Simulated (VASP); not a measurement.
# ZrC in VASP: notebook

Runs on ZrC. Level: PBEsol. Tasks: single point.

Everything below comes from runs of VASP 6.6.1. Logs are shortened: lines on timing, memory, paths and dates and some standing lists are left out, and cuts for length are marked.

### Step 1. The cell of the first run

The structure is trigonal, space group R-3m (No. 166). Conventional cell: a = 3.357 Å, b = 3.357 Å, c = 7.979 Å, α = 90.00°, β = 90.00°, γ = 120.00°. Within 3.1 Å of Zr (site symmetry -3m) lie 6 C at 2.35 Å. Within 3.1 Å of C (site symmetry -3m) lie 6 Zr at 2.35 Å.

### Step 2. Single point, PBEsol (equal xy, yz and zx shear strains of -2 %)

INCAR reads:

```
PREC = Accurate
ENCUT = 520
EDIFF = 1E-6
ISMEAR = -1
SIGMA = 0.05
LREAL = F
LASPH = T
NELM = 100
ALGO = Normal
ISIF = 2
LWAVE = F
LCHARG = T
GGA = PS
LELF = T
LVHAR = T
NBANDS = 15
```

KPOINTS reads:

```
regular mesh
0
Gamma
  15 15 15
```

POSCAR reads:

```
ZrC
1.0
   -0.0470042000      2.3267079000      2.3267079000
    2.3267079000     -0.0470042000      2.3267079000
    2.3267079000      2.3267079000     -0.0470042000
Zr C
1 1
Direct
    0.5000000000      0.5000000000      0.5000000000
    0.0000000000      0.0000000000      0.0000000000
```

Potentials or basis: VASP PAW PBE potentials, release 64 (Zr_sv, C).

Command:

```
cat potpaw_PBE.64/Zr_sv/POTCAR potpaw_PBE.64/C/POTCAR > POTCAR
mpirun -np 1 vasp_std > vasp.out
```

OUTCAR:

```text
PREC = Accurate
   ENCUT = 520
   EDIFF = 1E-6
   ISMEAR = -1
   LREAL = F
   LASPH = T
   NELM = 100
   ISIF = 2
   GGA = PS

 ion  position               nearest neighbor table
   1  0.500  0.500  0.500-   2 2.35   2 2.35   2 2.35   2 2.35   2 2.35   2 2.35
   2  0.000  0.000  0.000-   1 2.35   1 2.35   1 2.35   1 2.35   1 2.35   1 2.35

  LATTYP: Found a trigonal (rhomboedric) cell.
 ALAT       =     3.2907975779
 COS(alpha) =     0.4797000918

  Lattice vectors:

 A1 = (  -0.0470042000,   2.3267079000,   2.3267079000)
 A2 = (   2.3267079000,  -0.0470042000,   2.3267079000)
 A3 = (   2.3267079000,   2.3267079000,  -0.0470042000)

Analysis of symmetry for initial positions (statically):
=====================================================================
 Subroutine PRICEL returns:
 Original cell was already a primitive cell.

 Routine SETGRP: Setting up the symmetry group for a
 trigonal (rhombohedral) supercell.

 Subroutine GETGRP returns: Found 12 space group operations
 (whereof 12 operations were pure point group operations)
 out of a pool of 12 trial point group operations.

The static configuration has the point symmetry D_3d.

Analysis of symmetry for dynamics (positions and initial velocities):
=====================================================================
 Subroutine PRICEL returns:
 Original cell was already a primitive cell.

 Routine SETGRP: Setting up the symmetry group for a
 trigonal (rhombohedral) supercell.

 Subroutine GETGRP returns: Found 12 space group operations
 (whereof 12 operations were pure point group operations)
 out of a pool of 12 trial point group operations.

The dynamic configuration has the point symmetry D_3d.

 Subroutine INISYM returns: Found 12 space group operations
 (whereof 12 operations are pure point group operations),
 and found     1 'primitive' translations

----------------------------------------------------------------------------------------

                                     Primitive cell

  volume of cell :      25.9549

  direct lattice vectors                    reciprocal lattice vectors
    -0.047004200  2.326707900  2.326707900    -0.208491147  0.212789934  0.212789934
     2.326707900 -0.047004200  2.326707900     0.212789934 -0.208491147  0.212789934
     2.326707900  2.326707900 -0.047004200     0.212789934  0.212789934 -0.208491147

  length of vectors
     3.290797578  3.290797578  3.290797578     0.366097897  0.366097897  0.366097897

  position of ions in fractional coordinates (direct lattice)
     0.500000000  0.500000000  0.500000000
     0.000000000  0.000000000  0.000000000

  ion indices of the primitive-cell ions
   primitive index   ion index
                 1           1
                 2           2

----------------------------------------------------------------------------------------

 KPOINTS: regular mesh

Automatic generation of k-mesh.
 Grid dimensions read from file:
 generate k-points for:   15   15   15

 Generating k-lattice:

  Cartesian coordinates                     Fractional coordinates (reciprocal lattice)
    -0.013899410  0.014185996  0.014185996     0.066666667 -0.000000000 -0.000000000
     0.014185996 -0.013899410  0.014185996    -0.000000000  0.066666667 -0.000000000
     0.014185996  0.014185996 -0.013899410    -0.000000000 -0.000000000  0.066666667

  Length of vectors
     0.024406526  0.024406526  0.024406526

  Shift w.r.t. Gamma in fractional coordinates (k-lattice)
     0.000000000  0.000000000  0.000000000

 Subroutine IBZKPT returns following result:
 ===========================================

 Found    344 irreducible k-points:

 Following reciprocal coordinates:
            Coordinates               Weight
  0.000000  0.000000  0.000000      1.000000
  0.066667  0.000000 -0.000000      6.000000
  0.133333  0.000000 -0.000000      6.000000
  0.200000 -0.000000 -0.000000      6.000000
  0.266667  0.000000 -0.000000      6.000000
  0.333333  0.000000 -0.000000      6.000000
[... 16 lines left out ...]
  0.133333  0.133333  0.000000      6.000000
  0.200000  0.133333 -0.000000     12.000000
 [... further k-points ...]
   k-points           NKPTS =    344   k-points in BZ     NKDIM =    344   number of bands    NBANDS=     15
   number of dos      NEDOS =    301   number of ions     NIONS =      2
   total plane-waves  NPLWV =  13824
   dimension x,y,z NGX =    24 NGY =   24 NGZ =   24
   dimension x,y,z NGXF=    48 NGYF=   48 NGZF=   48
   ions per type =               1   1
   NGX,Y,Z   is equivalent  to a cutoff of  12.12, 12.12, 12.12 a.u.
   NGXF,Y,Z  is equivalent  to a cutoff of  24.25, 24.25, 24.25 a.u.
 SYSTEM =  unknown system
   PREC   = accura    normal or accurate (medium, high low for compatibility)
   ISTART =      0    job   : 0-new  1-cont  2-samecut
   ICHARG =      2    charge: 1-file 2-atom 10-const
   ISPIN  =      1    spin polarized calculation?
   LNONCOLLINEAR =      F non collinear calculations
   LSORBIT =      F    spin-orbit coupling
   LASPH  =      T    aspherical Exc in radial PAW
   ENCUT  =  520.0 eV  38.22 Ry    6.18 a.u.   6.12  6.12  6.12*2*pi/ulx,y,z
   NELM   =    100;   NELMIN=  2; NELMDL= -5     # of ELM steps
   EDIFF  = 0.1E-05   stopping-criterion for ELM
   LREAL  =      F    real-space projection
   EDIFFG = 0.1E-04   stopping-criterion for IOM
   NSW    =      0    number of steps for IOM
   IBRION =     -1    ionic relax: 0-MD 1-quasi-New 2-CG
   NFREE  =      0    steps in history (QN), initial steepest desc. (CG)
   ISIF   =      2    stress and relaxation
   ISYM   =      2    0-nonsym 1-usesym 2-fastsym
   POTIM  = 0.5000    time-step for ionic-motion
   TEBEG  =    0.0;   TEEND  =   0.0 temperature during run
   PSTRESS=    0.0 pullay stress
   NELECT =      16.0000    total number of electrons
   NUPDOWN=      -1.0000    fix difference up-down
   EMIN   =  10.00;   EMAX   =-10.00  energy-range for DOS
   EFERMI =   0.00;   METHOD = LEGACY
   ISMEAR =    -1;   SIGMA  =   0.05  broadening in eV -4-tet -1-fermi 0-gaus
   EFERMI_NEDOS =   21; number of points for ismear=-14 and -15
   IALGO  =     38    algorithm
   IMIX   =      4    mixing-type and parameters
     AMIX     =   0.40;   BMIX     =  1.00
     AMIX_MAG =   1.60;   BMIX_MAG =  1.00
  volume/ion in A,a.u.               =      12.98        87.58
  Fermi-wavevector in a.u.,A,eV,Ry     =   1.393291  2.632939 26.412449  1.941260
  Thomas-Fermi vector in A             =   2.516951
   LORBIT       =      0    0 simple, 1 ext, 2 COOP (PROOUT), +10 PAW based schemes
   GGA     = PS    functional components
   LHFCALC =     F    Hartree Fock is set to
   AEXX    =    0.0000 exact exchange contribution
   IVDW    =     0    specifies the selected vdW correction
   LEPSILON=     F    determine dielectric tensor
   LRPA    =     F    only Hartree local field effects (RPA)
 non-spin polarized calculation
  energy-cutoff  :      520.00
  volume of cell :       25.95
 maximum number of plane-waves:       719
   NGX = 13   NGY = 13   NGZ = 13

 number of electron      16.0000000 magnetization

 Free energy of the ion-electron system (eV)
  ---------------------------------------------------
  ext. energy  EPLUGINS =         0.00000000
  ---------------------------------------------------
  free energy    TOTEN  =       -20.55365785 eV

  energy without entropy =      -20.55099883  energy(sigma->0) =      -20.55232834

 E-fermi :   9.4917     XC(G=0): -12.2818

 val. band max:        9.4893875767   @ k =   0.1333   0.0667   0.0667
 cond. band min:       9.5074527516   @ k =   0.4000   0.4000  -0.0000
 fundamental gap:      0.0180651749
 Fermi energy:         9.4916624194

 k-point     1 :       0.0000    0.0000    0.0000
  band No.  band energies     occupation
      1     -38.4781      2.00000
      2     -16.2287      2.00000
      3     -16.2287      2.00000
      4     -16.1963      2.00000
      5      -1.7870      2.00000
      6      10.3916      0.00000
      7      10.3916      0.00000
      8      10.4155      0.00000
      9      10.4155      0.00000
     10      10.5703      0.00000
     11      10.8094      0.00000
     12      12.3153      0.00000
     13      12.3153      0.00000
     14      16.8083      0.00000
     15      19.8906      0.00000

 k-point     2 :       0.0667    0.0000   -0.0000
  band No.  band energies     occupation
      1     -38.4739      2.00000
      2     -16.2663      2.00000
      3     -16.2315      2.00000
      4     -16.2026      2.00000
      5      -1.6854      2.00000
      6       9.5485      0.48613
      7       9.7490      0.01157
      8       9.9718      0.00014
      9      10.7054      0.00000
     10      10.9313      0.00000
     11      11.1465      0.00000
     12      12.8754      0.00000
     13      12.8945      0.00000
     14      17.0219      0.00000
     15      20.1598      0.00000

 k-point     3 :       0.1333    0.0000   -0.0000
  band No.  band energies     occupation
      1     -38.4618      2.00000
      2     -16.3767      2.00000
      3     -16.2394      2.00000
      4     -16.2145      2.00000
      5      -1.3922      2.00000
      6       8.5328      2.00000
      7       8.9200      1.99998
      8       9.1506      1.99782
      9      11.0207      0.00000
     10      11.2674      0.00000
     11      11.5874      0.00000
     12      13.9991      0.00000
     13      14.0135      0.00000
     14      17.5685      0.00000
     15      20.8943      0.00000

 k-point     4 :       0.2000   -0.0000   -0.0000
  band No.  band energies     occupation
      1     -38.4438      2.00000
      2     -16.5366      2.00000
      3     -16.2509      2.00000
      4     -16.2305      2.00000
      5      -0.9397      2.00000
      6       7.4769      2.00000
      7       8.1479      2.00000
      8       8.3928      2.00000
      9      11.4793      0.00000
     10      11.7502      0.00000
     11      11.9620      0.00000
     12      15.2762      0.00000
     13      15.2853      0.00000
     14      18.2056      0.00000
     15      21.8548      0.00000
[... 307 lines left out ...]
 k-point    22 :      -0.0667    0.0667    0.0000
  band No.  band energies     occupation
      1     -38.4672      2.00000
      2     -16.3193      2.00000
      3     -16.2486      2.00000
      4     -16.2054      2.00000
      5      -1.5231      2.00000
      6       8.9387      1.99997
      7       9.2417      1.98659
      8       9.3654      1.85168
      9      10.8043      0.00000
     10      11.4520      0.00000
     11      11.4665      0.00000
     12      12.9732      0.00000
     13      13.9320      0.00000
     14      17.3567      0.00000
     15      20.5679      0.00000

 k-point    23 :       0.1333    0.1333    0.0000
  band No.  band energies     occupation
      1     -38.4555      2.00000
      2     -16.3612      2.00000
      3     -16.2789      2.00000
      4     -16.2535      2.00000
      5      -1.2894      2.00000
      6       7.8324      2.00000
      7       9.3026      1.95541
      8       9.4554      1.34778
      9       9.9076      0.00049
     10      12.2455      0.00000
     11      12.4558      0.00000
     12      12.5758      0.00000
     13      14.6797      0.00000
     14      18.1513      0.00000
     15      21.2860      0.00000

 k-point    24 :       0.2000    0.1333   -0.0000
  band No.  band energies     occupation
      1     -38.4418      2.00000
      2     -16.4683      2.00000
      3     -16.2906      2.00000
      4     -16.2756      2.00000
      5      -0.9964      2.00000
      6       7.1484      2.00000
      7       8.7187      2.00000
      8       9.1466      1.99799
      9      10.0165      0.00006
     10      12.4791      0.00000
     11      12.7534      0.00000
     12      13.5018      0.00000
     13      15.3801      0.00000
     14      18.8840      0.00000
     15      22.0673      0.00000

 [... further k-points ...]

------------------------ aborting loop because EDIFF is reached ----------------------------------------

  FORCE on cell =-STRESS in cart. coord.  units (eV):
  Direction    XX          YY          ZZ          XY          YZ          ZX
  --------------------------------------------------------------------------------------
  -------------------------------------------------------------------------------------
  Total       -0.6728814     -0.6728814     -0.6728814      0.4803749      0.4803749      0.4803749
  in kB      -41.5365381    -41.5365381    -41.5365381     29.6532326     29.6532326     29.6532326
  external PRESSURE =     -41.5365381 kB  Pullay stress =       0.0000000 kB

 VOLUME and BASIS-vectors are now :
 -----------------------------------------------------------------------------
  energy-cutoff  :      520.00
  volume of cell :       25.95
      direct lattice vectors                 reciprocal lattice vectors
    -0.047004200  2.326707900  2.326707900    -0.208491147  0.212789934  0.212789934
     2.326707900 -0.047004200  2.326707900     0.212789934 -0.208491147  0.212789934
     2.326707900  2.326707900 -0.047004200     0.212789934  0.212789934 -0.208491147

 POSITION                                       TOTAL-FORCE (eV/Angst)
 -----------------------------------------------------------------------------------
      2.30321      2.30321      2.30321         0.000000     -0.000000     -0.000000
      0.00000      0.00000      0.00000        -0.000000      0.000000      0.000000
 -----------------------------------------------------------------------------------
    total drift:                               -0.000000     -0.000000      0.000000

  FREE ENERGIE OF THE ION-ELECTRON SYSTEM (eV)
  ---------------------------------------------------
  free  energy   TOTEN  =       -20.5536578502 eV

  energy  without entropy=      -20.5509988300  energy(sigma->0) =      -20.55232834
```

Run time: 36 s. Hardware: 1 thread of Intel Xeon 6975P-C (Granite Rapids), shared host; peak memory 0.25 GiB.

Results:

```
Free energy            : -20.5537 eV
Pressure               : -4.2 GPa
Band gap on the k mesh : zero (band 8 reaches 10.42 eV, above the bottom of band 9 at 9.23 eV)
```

Levels at points of the mesh, in eV from the Fermi level:
```csv
k point,band 4,band 5,band 6,band 7,band 8,band 9,band 10,band 11,band 12,band 13
"(0.00, 0.00, 0.00)",-25.69,-11.28,0.90,0.90,0.92,0.92,1.08,1.32,2.82,2.82
```

Caveat: the cell differs from its parent crystal (equal xy, yz and zx shear strains of -2 %); the PAW data sets were made with another functional, which shifts forces and pressure a little.

### Step 3. Single point, PBEsol (equal xy, yz and zx shear strains of -1 %)

INCAR reads:

```
  PREC = Accurate
  ENCUT = 520
  EDIFF = 1E-6
  ISMEAR = -1
  SIGMA = 0.05
  LREAL = False
  LASPH = True
  NELM = 100
  ALGO = Normal
  ISIF = 2
  LWAVE = False
  LCHARG = False
  GGA = PS
  NBANDS = 15
```

KPOINTS is that of step 2.

POSCAR reads:

```
ZrC
1.0
   -0.0235021000      2.3384589500      2.3384589500
    2.3384589500     -0.0235021000      2.3384589500
    2.3384589500      2.3384589500     -0.0235021000
Zr C
1 1
Direct
    0.5000000000      0.5000000000      0.5000000000
    0.0000000000      0.0000000000      0.0000000000
```

Potentials or basis: VASP PAW PBE potentials, release 64 (Zr_sv, C).

Command:

```
cat potpaw_PBE.64/Zr_sv/POTCAR potpaw_PBE.64/C/POTCAR > POTCAR
mpirun -np 1 vasp_std > vasp.out
```

It took 75 s on 1 thread of Intel Xeon 6975P-C (Granite Rapids), shared host; peak memory 0.26 GiB.

Results (log left out):

- Free energy: -20.5645 eV
- Pressure: -4.2 GPa
- Band gap on the k mesh: zero (band 8 reaches 10.48 eV, above the bottom of band 9 at 9.17 eV)

Stress tensor (GPa, compression positive):
```
-4.21  1.51  1.51
 1.51 -4.21  1.51
 1.51  1.51 -4.21
```

Levels at points of the mesh, in eV from the Fermi level:
```csv
k point,band 4,band 5,band 6,band 7,band 8,band 9,band 10,band 11,band 12,band 13
"(0.00, 0.00, 0.00)",-25.69,-11.27,0.93,0.93,1.00,1.00,1.02,1.20,2.82,2.82
```

Caveat: the cell differs from its parent crystal (equal xy, yz and zx shear strains of -1 %); the PAW data sets were made with another functional, which shifts forces and pressure a little.

### Step 4. Single point, PBEsol (equal xy, yz and zx shear strains of +1 %)

INCAR reads:

```
SYSTEM = ZrC
PREC = Accurate
ENCUT = 520
EDIFF = 1E-6
ISMEAR = -1
SIGMA = 0.05
LREAL = .FALSE.
LASPH = .TRUE.
NELM = 60
ALGO = Normal
ISIF = 2
LWAVE = .FALSE.
LCHARG = .FALSE.
GGA = PS
NBANDS = 15
```

KPOINTS reads:

```
Automatic mesh
0
G
  15 15 15
  0 0 0
```

POSCAR reads:

```
ZrC
1.0
    0.0235021000      2.3619610500      2.3619610500
    2.3619610500      0.0235021000      2.3619610500
    2.3619610500      2.3619610500      0.0235021000
Zr C
1 1
Direct
    0.5000000000      0.5000000000      0.5000000000
    0.0000000000      0.0000000000      0.0000000000
```

Command:

```
cat potpaw_PBE.64/Zr_sv/POTCAR potpaw_PBE.64/C/POTCAR > POTCAR
mpirun -np 1 vasp_std > vasp.out
```

Wall time 66 s (1 thread of Intel Xeon 6975P-C (Granite Rapids), shared host); peak memory 0.26 GiB.

It converged, with:

```
Free energy            : -20.5644 eV
Pressure               : -4.2 GPa
Band gap on the k mesh : zero (band 8 reaches 10.48 eV, above the bottom of band 9 at 9.17 eV)
```

Stress tensor (GPa, compression positive):
```
-4.21 -1.56 -1.56
-1.56 -4.21 -1.56
-1.56 -1.56 -4.21
```

Levels at points of the mesh, in eV from the Fermi level:
```
           k point  band 6  band 7  band 8  band 9  band 10  band 11
(0.00, 0.00, 0.00)    0.90    0.94    0.99    0.99     1.13     1.13
```

Caveat: the cell differs from its parent crystal (equal xy, yz and zx shear strains of +1 %); the PAW data sets were made with another functional, which shifts forces and pressure a little.

### Step 5. Single point, PBEsol (volume scaled by 0.98)

INCAR reads:

```
ALGO = Normal
EDIFF = 1E-6
ENCUT = 600
GGA = PS
GGA_COMPAT = False
ISIF = 2
ISMEAR = -1
LASPH = True
LCHARG = False
LREAL = False
LWAVE = False
NBANDS = 15
NELM = 120
PREC = Accurate
SIGMA = 0.05
```

KPOINTS reads:

```
k-points
0
Gamma
  15 15 15
```

POSCAR reads:

```
ZrC
1.0
    0.0000000000      2.3344363032      2.3344363032
    2.3344363032      0.0000000000      2.3344363032
    2.3344363032      2.3344363032      0.0000000000
Zr C
1 1
Direct
    0.5000000000      0.5000000000      0.5000000000
    0.0000000000      0.0000000000      0.0000000000
```

Command:

```
cat potpaw_PBE.64/Zr_sv/POTCAR potpaw_PBE.64/C/POTCAR > POTCAR
mpirun -np 1 vasp_std > vasp.out
```

Run time: 30 s. Hardware: 1 thread of Intel Xeon Platinum 8559C (Emerald Rapids), shared host; peak memory 0.19 GiB.

The run converged. Its results:

```yaml
Free_energy: -20.5751 eV
Pressure: 0.3 GPa
Band_gap_on_the_k_mesh: zero (band 8 reaches 10.68 eV, above the bottom of band 9 at 9.36 eV)
```

Levels at points of the mesh, in eV from the Fermi level:
```tsv
k point	band 5	band 6	band 7	band 8	band 9	band 10	band 11	band 12
(0.00, 0.00, 0.00)	-11.34	0.97	0.97	0.97	1.07	1.07	1.07	2.87
```

Caveat: the PAW data sets were made with another functional, which shifts forces and pressure a little.

### Step 6. The runs side by side

| cell | cutoff (eV) | gap on the mesh (eV) | pressure (GPa) |
| --- | --- | --- | --- |
| a = 3.291 Å, angles 61.3°, 2 atoms | 520 | none | -4.2 |
| a = 3.307 Å, angles 60.7°, 2 atoms | 520 | none | -4.2 |
| a = 3.340 Å, angles 59.3°, 2 atoms | 520 | none | -4.2 |
| a = 3.301 Å, angles 60.0°, 2 atoms | 600 | none | 0.3 |

Alike in all rows: task single point; level PBEsol; potentials or basis VASP PAW PBE potentials, release 64 (Zr_sv, C); no spin polarisation; k mesh 15 × 15 × 15; smearing fermi-dirac 0.05 eV.

Caveats: the PAW data sets were made with another functional, which shifts forces and pressure a little.

Absolute energies hang on the potentials; compare differences alone.
